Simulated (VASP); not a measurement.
# Ni3Ge (Pm-3m) in VASP: a series of runs

The runs below take Ni3Ge through single point, with LDA.

Everything below comes from runs of VASP 6.6.1. Logs are shortened: lines on timing, memory, paths and dates and some standing lists are left out, and cuts for length are marked.

## Step 1: The cell of the first run

Symmetry: Pm-3m, No. 221, cubic system. The conventional cell has a = 3.623 Å, b = 3.623 Å, c = 3.623 Å, α = 90.00°, β = 90.00°, γ = 90.00°. Ni (site symmetry 4/mmm) has 8 Ni at 2.56 Å and 4 Ge at 2.56 Å within 3.4 Å. Within 3.4 Å of Ge (site symmetry m-3m) lie 12 Ni at 2.56 Å.

## Step 2: Single point, LDA, collinear spin, ferromagnetic start (11.89 Å³/atom)

INCAR reads:

```
PREC     = Accurate       # precision mode
ENCUT    = 520            # plane-wave cutoff, eV
EDIFF    = 1E-6           # SCF threshold, eV
ISMEAR   = 0              # smearing method
SIGMA    = 0.15           # smearing width, eV
LREAL    = False          # projectors in reciprocal space
LASPH    = True           # aspherical terms in the spheres
NELM     = 150            # most SCF steps
ALGO     = Normal         # electronic algorithm
ISIF     = 2              # what is computed and relaxed
LWAVE    = False          # write WAVECAR
LCHARG   = False          # write CHGCAR
ISPIN    = 2              # spin polarisation
MAGMOM   = 0.5 0.5 0.5 0  # initial moments
LORBIT   = 11             # projections on sites
NUPDOWN  = 1.5            # fixed moment
LMAXMIX  = 4              # l up to which the mixer works
NBANDS   = 34             # bands
```

KPOINTS reads:

```
regular mesh
0
Gamma
  12 12 12
```

POSCAR reads:

```
Ni3Ge
1.0
    3.6230008795      0.0000000000      0.0000000000
    0.0000000000      3.6230008795      0.0000000000
    0.0000000000      0.0000000000      3.6230008795
Ni Ge
3 1
Direct
    0.5000000000      0.0000000000      0.5000000000
    0.0000000000      0.5000000000      0.5000000000
    0.5000000000      0.5000000000      0.0000000000
    0.0000000000      0.0000000000      0.0000000000
```

Potentials or basis: VASP PAW LDA potentials, release 64 (Ni, Ge_d).

The run is started by

```bash
> cat potpaw_LDA.64/Ni/POTCAR potpaw_LDA.64/Ge_d/POTCAR > POTCAR
> mpirun -np 1 vasp_std > vasp.out
```

OUTCAR:

```text
PREC = Accurate
   ENCUT = 520
   EDIFF = 1E-6
   ISMEAR = 0
   LREAL = False
   LASPH = True
   NELM = 150
   ISIF = 2
   ISPIN = 2
   LORBIT = 11
   NUPDOWN = 1.5

 ion  position               nearest neighbor table
   1  0.500  0.000  0.500-   2 2.56   3 2.56   4 2.56   3 2.56   4 2.56   2 2.56   3 2.56   3 2.56
                             2 2.56   4 2.56   4 2.56   2 2.56
   2  0.000  0.500  0.500-   1 2.56   3 2.56   4 2.56   3 2.56   4 2.56   1 2.56   4 2.56   4 2.56
                             1 2.56   3 2.56   3 2.56   1 2.56
   3  0.500  0.500  0.000-   1 2.56   2 2.56   4 2.56   1 2.56   2 2.56   1 2.56   4 2.56   1 2.56
                             2 2.56   4 2.56   2 2.56   4 2.56
   4  0.000  0.000  0.000-   1 2.56   2 2.56   3 2.56   1 2.56   2 2.56   2 2.56   3 2.56   2 2.56
                             1 2.56   3 2.56   1 2.56   3 2.56

  LATTYP: Found a simple cubic cell.
 ALAT       =     3.6230008795

  Lattice vectors:

 A1 = (   3.6230008795,   0.0000000000,   0.0000000000)
 A2 = (   0.0000000000,   3.6230008795,   0.0000000000)
 A3 = (   0.0000000000,   0.0000000000,   3.6230008795)

Analysis of symmetry for initial positions (statically):
=====================================================================
 Subroutine PRICEL returns:
 Original cell was already a primitive cell.

 Routine SETGRP: Setting up the symmetry group for a
 simple cubic supercell.

 Subroutine GETGRP returns: Found 48 space group operations
 (whereof 48 operations were pure point group operations)
 out of a pool of 48 trial point group operations.

The static configuration has the point symmetry O_h .

Analysis of symmetry for dynamics (positions and initial velocities):
=====================================================================
 Subroutine PRICEL returns:
 Original cell was already a primitive cell.

 Routine SETGRP: Setting up the symmetry group for a
 simple cubic supercell.

 Subroutine GETGRP returns: Found 48 space group operations
 (whereof 48 operations were pure point group operations)
 out of a pool of 48 trial point group operations.

The dynamic configuration has the point symmetry O_h .

Analysis of structural, dynamic, and magnetic symmetry:
=====================================================================
 Subroutine PRICEL returns:
 Original cell was already a primitive cell.

 Routine SETGRP: Setting up the symmetry group for a
 simple cubic supercell.

 Subroutine GETGRP returns: Found 48 space group operations
 (whereof 48 operations were pure point group operations)
 out of a pool of 48 trial point group operations.

The overall configuration has the point symmetry O_h .

 Subroutine INISYM returns: Found 48 space group operations
 (whereof 48 operations are pure point group operations),
 and found     1 'primitive' translations

----------------------------------------------------------------------------------------

                                     Primitive cell

  volume of cell :      47.5560

  direct lattice vectors                    reciprocal lattice vectors
     3.623000880  0.000000000  0.000000000     0.276014286  0.000000000  0.000000000
     0.000000000  3.623000880  0.000000000     0.000000000  0.276014286  0.000000000
     0.000000000  0.000000000  3.623000880     0.000000000  0.000000000  0.276014286

  length of vectors
     3.623000880  3.623000880  3.623000880     0.276014286  0.276014286  0.276014286

  position of ions in fractional coordinates (direct lattice)
     0.500000000  0.000000000  0.500000000
     0.000000000  0.500000000  0.500000000
     0.500000000  0.500000000  0.000000000
     0.000000000  0.000000000  0.000000000

  ion indices of the primitive-cell ions
   primitive index   ion index
                 1           1
                 2           2
                 3           3
                 4           4

----------------------------------------------------------------------------------------

 KPOINTS: regular mesh

Automatic generation of k-mesh.
 Grid dimensions read from file:
 generate k-points for:   12   12   12

 Generating k-lattice:

  Cartesian coordinates                     Fractional coordinates (reciprocal lattice)
     0.023001190  0.000000000  0.000000000     0.083333333  0.000000000  0.000000000
     0.000000000  0.023001190  0.000000000     0.000000000  0.083333333  0.000000000
     0.000000000  0.000000000  0.023001190     0.000000000  0.000000000  0.083333333

  Length of vectors
     0.023001190  0.023001190  0.023001190

  Shift w.r.t. Gamma in fractional coordinates (k-lattice)
     0.000000000  0.000000000  0.000000000

 Subroutine IBZKPT returns following result:
 ===========================================

 Found     84 irreducible k-points:

 Following reciprocal coordinates:
            Coordinates               Weight
  0.000000  0.000000  0.000000      1.000000
  0.083333  0.000000  0.000000      6.000000
  0.166667  0.000000  0.000000      6.000000
  0.250000  0.000000  0.000000      6.000000
  0.333333  0.000000  0.000000      6.000000
  0.416667  0.000000  0.000000      6.000000
[... 16 lines left out ...]
  0.333333  0.333333  0.000000     12.000000
  0.416667  0.333333  0.000000     24.000000
 [... further k-points ...]
   k-points           NKPTS =     84   k-points in BZ     NKDIM =     84   number of bands    NBANDS=     34
   number of dos      NEDOS =    301   number of ions     NIONS =      4
   total plane-waves  NPLWV =  21952
   dimension x,y,z NGX =    28 NGY =   28 NGZ =   28
   dimension x,y,z NGXF=    56 NGYF=   56 NGZF=   56
   ions per type =               3   1
   NGX,Y,Z   is equivalent  to a cutoff of  12.85, 12.85, 12.85 a.u.
   NGXF,Y,Z  is equivalent  to a cutoff of  25.70, 25.70, 25.70 a.u.
 SYSTEM =  unknown system
   PREC   = accura    normal or accurate (medium, high low for compatibility)
   ISTART =      0    job   : 0-new  1-cont  2-samecut
   ICHARG =      2    charge: 1-file 2-atom 10-const
   ISPIN  =      2    spin polarized calculation?
   LNONCOLLINEAR =      F non collinear calculations
   LSORBIT =      F    spin-orbit coupling
   LASPH  =      T    aspherical Exc in radial PAW
   ENCUT  =  520.0 eV  38.22 Ry    6.18 a.u.   6.74  6.74  6.74*2*pi/ulx,y,z
   NELM   =    150;   NELMIN=  2; NELMDL= -5     # of ELM steps
   EDIFF  = 0.1E-05   stopping-criterion for ELM
   LREAL  =      F    real-space projection
   EDIFFG = 0.1E-04   stopping-criterion for IOM
   NSW    =      0    number of steps for IOM
   IBRION =     -1    ionic relax: 0-MD 1-quasi-New 2-CG
   NFREE  =      0    steps in history (QN), initial steepest desc. (CG)
   ISIF   =      2    stress and relaxation
   ISYM   =      2    0-nonsym 1-usesym 2-fastsym
   POTIM  = 0.5000    time-step for ionic-motion
   TEBEG  =    0.0;   TEEND  =   0.0 temperature during run
   PSTRESS=    0.0 pullay stress
   NELECT =      44.0000    total number of electrons
   NUPDOWN=       1.5000    fix difference up-down
   EMIN   =  10.00;   EMAX   =-10.00  energy-range for DOS
   EFERMI =   0.00;   METHOD = LEGACY
   ISMEAR =     0;   SIGMA  =   0.15  broadening in eV -4-tet -1-fermi 0-gaus
   EFERMI_NEDOS =   21; number of points for ismear=-14 and -15
   IALGO  =     38    algorithm
   IMIX   =      4    mixing-type and parameters
     AMIX     =   0.40;   BMIX     =  1.00
     AMIX_MAG =   1.60;   BMIX_MAG =  1.00
  volume/ion in A,a.u.               =      11.89        80.23
  Fermi-wavevector in a.u.,A,eV,Ry     =   1.595232  3.014552 34.623647  2.544766
  Thomas-Fermi vector in A             =   2.693183
   LORBIT       =     11    0 simple, 1 ext, 2 COOP (PROOUT), +10 PAW based schemes
   GGA     = CA    functional components
   LHFCALC =     F    Hartree Fock is set to
   AEXX    =    0.0000 exact exchange contribution
   IVDW    =     0    specifies the selected vdW correction
   LEPSILON=     F    determine dielectric tensor
   LRPA    =     F    only Hartree local field effects (RPA)
 spin polarized calculation
 Gauss-broadening in eV      SIGMA  =   0.15
  energy-cutoff  :      520.00
  volume of cell :       47.56
 maximum number of plane-waves:      1328
 NGX is ok and might be reduce to    28
   NGX = 13   NGY = 13   NGZ = 13

 number of electron      44.0000078 magnetization       1.5000003

 Free energy of the ion-electron system (eV)
  ---------------------------------------------------
  ext. energy  EPLUGINS =         0.00000000
  ---------------------------------------------------
  free energy    TOTEN  =       -25.75394202 eV

  energy without entropy =      -25.71680719  energy(sigma->0) =      -25.73537461

 E-fermi :   8.7432     XC(G=0): -13.3689

 val. band max:        9.4130968608   @ k =   0.5000   0.3333   0.0000
 cond. band min:       8.7445444538   @ k =   0.0833   0.0833   0.0833
 fundamental gap:     -0.6685524070
 Fermi energy:         9.4146314120

 spin component 1

 k-point     1 :       0.0000    0.0000    0.0000
  band No.  band energies     occupation
      1     -15.5901      1.00000
      2     -15.5901      1.00000
      3     -15.5801      1.00000
      4     -15.5801      1.00000
      5     -15.5801      1.00000
      6      -2.9143      1.00000
[... 26 lines left out ...]
     33      21.8177      0.00000
     34      24.5714      0.00000

 k-point     2 :       0.0833    0.0000    0.0000
  band No.  band energies     occupation
      1     -15.5898      1.00000
      2     -15.5888      1.00000
      3     -15.5801      1.00000
      4     -15.5801      1.00000
      5     -15.5800      1.00000
      6      -2.8411      1.00000
[... 26 lines left out ...]
     33      21.4611      0.00000
     34      24.5852      0.00000
[... 775 lines left out ...]
     33      22.2250      0.00000
     34      22.7840      0.00000

 k-point    24 :       0.4167    0.3333    0.0000
  band No.  band energies     occupation
      1     -15.5873      1.00000
      2     -15.5806      1.00000
      3     -15.5803      1.00000
      4     -15.5800      1.00000
      5     -15.5644      1.00000
      6      -0.5549      1.00000
[... 26 lines left out ...]
     33      21.9322      0.00000
     34      23.3274      0.00000

 [... further k-points ...]

 spin component 2

 k-point     1 :       0.0000    0.0000    0.0000
  band No.  band energies     occupation
      1     -15.5841      1.00000
      2     -15.5841      1.00000
      3     -15.5745      1.00000
      4     -15.5745      1.00000
      5     -15.5745      1.00000
      6      -2.8718      1.00000
[... 26 lines left out ...]
     33      21.8947      0.00000
     34      24.7132      0.00000

 k-point     2 :       0.0833    0.0000    0.0000
  band No.  band energies     occupation
      1     -15.5839      1.00000
      2     -15.5828      1.00000
      3     -15.5746      1.00000
      4     -15.5746      1.00000
      5     -15.5745      1.00000
      6      -2.7986      1.00000
[... 26 lines left out ...]
     33      21.5471      0.00000
     34      24.7238      0.00000
[... 775 lines left out ...]
     33      22.3778      0.00000
     34      22.8857      0.00000

 k-point    24 :       0.4167    0.3333    0.0000
  band No.  band energies     occupation
      1     -15.5817      1.00000
      2     -15.5750      1.00000
      3     -15.5747      1.00000
      4     -15.5741      1.00000
      5     -15.5586      1.00000
      6      -0.5125      1.00000
[... 26 lines left out ...]
     33      22.0366      0.00000
     34      23.4191      0.00000

 [... further k-points ...]
[... 5 lines left out ...]
  --------------------------------------------------------------------------------------
  -------------------------------------------------------------------------------------
  Total       -5.3220308     -5.3220308     -5.3220308      0.0000000      0.0000000     -0.0000000
  in kB     -179.3009734   -179.3009734   -179.3009734      0.0000000      0.0000000     -0.0000000
  external PRESSURE =    -179.3009734 kB  Pullay stress =       0.0000000 kB

 VOLUME and BASIS-vectors are now :
 -----------------------------------------------------------------------------
  energy-cutoff  :      520.00
  volume of cell :       47.56
      direct lattice vectors                 reciprocal lattice vectors
     3.623000880  0.000000000  0.000000000     0.276014286  0.000000000  0.000000000
     0.000000000  3.623000880  0.000000000     0.000000000  0.276014286  0.000000000
     0.000000000  0.000000000  3.623000880     0.000000000  0.000000000  0.276014286

 POSITION                                       TOTAL-FORCE (eV/Angst)
 -----------------------------------------------------------------------------------
      1.81150      0.00000      1.81150         0.000000      0.000000      0.000000
      0.00000      1.81150      1.81150         0.000000      0.000000      0.000000
      1.81150      1.81150      0.00000         0.000000      0.000000      0.000000
      0.00000      0.00000      0.00000         0.000000      0.000000      0.000000
 -----------------------------------------------------------------------------------
    total drift:                                0.000000      0.000000      0.000000

  FREE ENERGIE OF THE ION-ELECTRON SYSTEM (eV)
  ---------------------------------------------------
  free  energy   TOTEN  =       -25.7539420225 eV

  energy  without entropy=      -25.7168071926  energy(sigma->0) =      -25.73537461

 total charge

# of ion       s       p       d       tot
------------------------------------------
    1        0.449   0.477   8.381   9.308
    2        0.449   0.477   8.381   9.308
    3        0.449   0.477   8.381   9.308
    4        1.100   1.189  10.104  12.393
--------------------------------------------------
tot          2.448   2.621  35.247  40.316

 magnetization (x)

# of ion       s       p       d       tot
------------------------------------------
    1        0.000   0.002   0.486   0.488
    2        0.000   0.002   0.486   0.488
    3        0.000   0.002   0.486   0.488
    4        0.003   0.028  -0.005   0.026
--------------------------------------------------
tot          0.004   0.034   1.452   1.490
```

It took 4.6 min on 1 thread of Oxide Virtual Turin-like, shared host; peak memory 0.26 GiB.

What came out:

```yaml
Free_energy: -25.7539 eV
Pressure: -17.9 GPa
Net_moment: 1.50 μB per cell
Site_moments: Ni +0.49; Ge +0.03 μB
Valence_electrons_inside_the_program's_atomic_spheres: Ni 9.31; Ge 12.39
```

Caveat: the cell stands under tension; the total moment is fixed, so each spin has its own Fermi level and the state may be an excited one.

## Step 3: Single point, LDA, collinear spin, ferromagnetic start (11.25 Å³/atom)

This run uses another cell than the first one, of 11.25 Å³/atom.

INCAR reads:

```
PREC = Accurate
ENCUT = 520
EDIFF = 1E-7
ISMEAR = 0
SIGMA = 0.15
LREAL = False
LASPH = True
NELM = 150
ALGO = Fast
ISIF = 2
LWAVE = False
LCHARG = False
ISPIN = 2
MAGMOM = 0.25 0.25 0.25 0
LORBIT = 11
NUPDOWN = 0.75
LMAXMIX = 4
GGA = CA
NBANDS = 34
```

KPOINTS reads:

```
Automatic mesh
0
Gamma
  12 12 12
```

POSCAR reads:

```
Ni3Ge
1.0
    3.5571040709      0.0000000000      0.0000000000
    0.0000000000      3.5571040709      0.0000000000
    0.0000000000      0.0000000000      3.5571040709
Ni Ge
3 1
Direct
    0.5000000000      0.0000000000      0.5000000000
    0.0000000000      0.5000000000      0.5000000000
    0.5000000000      0.5000000000      0.0000000000
    0.0000000000      0.0000000000      0.0000000000
```

Potentials or basis: VASP PAW LDA potentials, release 64 (Ni, Ge_d).

The run is started by

```bash
> cat potpaw_LDA.64/Ni/POTCAR potpaw_LDA.64/Ge_d/POTCAR > POTCAR
> mpirun -np 1 vasp_std > vasp.out
```

Wall time 7 min (1 thread of Oxide Virtual Turin-like, shared host); peak memory 0.24 GiB.

It converged, with:

```yaml
Free_energy: -26.2062 eV
Pressure: -10.9 GPa
Net_moment: 0.75 μB per cell
Site_moments: Ni +0.25; Ge +0.01 μB
Valence_electrons_inside_the_program's_atomic_spheres: Ni 9.41; Ge 12.46
```

Caveat: the cell stands under tension; the total moment is fixed, so each spin has its own Fermi level and the state may be an excited one.

## Step 4: Single point, LDA, collinear spin, ferromagnetic start (11.25 Å³/atom)

This run uses another cell than the first one, of 11.25 Å³/atom.

INCAR reads:

```
SYSTEM = Ni3Ge
ALGO = Normal ; EDIFF = 1E-6
ENCUT = 520 ; ISIF = 2
ISMEAR = 0 ; ISPIN = 2
LASPH = .True. ; LCHARG = .False.
LMAXMIX = 4 ; LORBIT = 11
LREAL = .False. ; LWAVE = .False.
MAGMOM = 1 1 1 0 ; NBANDS = 34
NELM = 150 ; NUPDOWN = 3.0
PREC = Accurate ; SIGMA = 0.15
```

KPOINTS reads:

```
k-points
0
Gamma
  12 12 12
  0 0 0
```

POSCAR is that of step 3.

The run is started by

```bash
> cat potpaw_LDA.64/Ni/POTCAR potpaw_LDA.64/Ge_d/POTCAR > POTCAR
> mpirun -np 1 vasp_std > vasp.out
```

Run time: 5.4 min. Hardware: 1 thread of Oxide Virtual Turin-like, shared host; peak memory 0.25 GiB.

Results (log left out):

| Property | Result |
| --- | --- |
| Free energy | -25.0512 eV |
| Pressure | -3.6 GPa |
| Net moment | 3.00 μB per cell |
| Site moments | Ni +0.90; Ge +0.17 μB |
| Valence electrons inside the program's atomic spheres | Ni 9.38; Ge 12.51 |

Caveat: the cell stands under tension; the total moment is fixed, so each spin has its own Fermi level and the state may be an excited one.

## Step 5: Overview

| fixed moment (μB) | cell | pressure (GPa) | moment (μB) |
| --- | --- | --- | --- |
| 1.5 | a = 3.623 Å, 4 atoms | -17.9 | 1.50 |
| 0.75 | a = 3.557 Å, 4 atoms | -10.9 | 0.75 |
| 3.0 | a = 3.557 Å, 4 atoms | -3.6 | 3.00 |

Alike in all rows: task single point; level LDA; potentials or basis VASP PAW LDA potentials, release 64 (Ni, Ge_d); spin collinear, ferromagnetic start; k mesh 12 × 12 × 12; cutoff (eV) 520; smearing gaussian 0.15 eV.

Caveats: the cell stands under tension; the total moment is fixed, so each spin has its own Fermi level and the state may be an excited one.

Total energies depend on the potentials used, so only differences within one code and one set of settings carry meaning.
